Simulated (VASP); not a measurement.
Crystal: Te2Mo.

```xyz
3
Lattice="1.7510 1.0109 7.0688 -1.7510 1.0109 7.0688 0.0000 -2.0218 7.0688" Properties=species:S:1:pos:R:3 pbc="T T T"
Mo    0.0000    0.0000    0.0000
Te    0.0000    0.0000    5.2287
Te    0.0000    0.0000   15.9776
```

Base run:

```yaml
Program: VASP 6.6.1
Functional: PBE
Potentials_or_basis: VASP PAW PBE potentials, release 64 (Mo_sv, Te)
Cutoff: 520 eV
k_mesh: 8 × 8 × 8
Occupations: fermi-dirac, width 0.02 eV
Spin: no spin polarisation
```

Its results: band gap on the k mesh 0.03 eV (least direct gap 0.12 eV); pressure 1.8 GPa.

**Question.** The run is repeated on the same cell with these changes: functional from PBE to r2SCAN. What comes out?

**Answer.** Band gap on the k mesh 0.05 eV (least direct gap 0.09 eV); pressure 1.3 GPa.

Caveats: spin-orbit coupling is left out, which moves the levels of the heavy elements; the PAW data sets were made with another functional, which shifts forces and pressure a little (at least some runs).

A k mesh can miss the band edges.
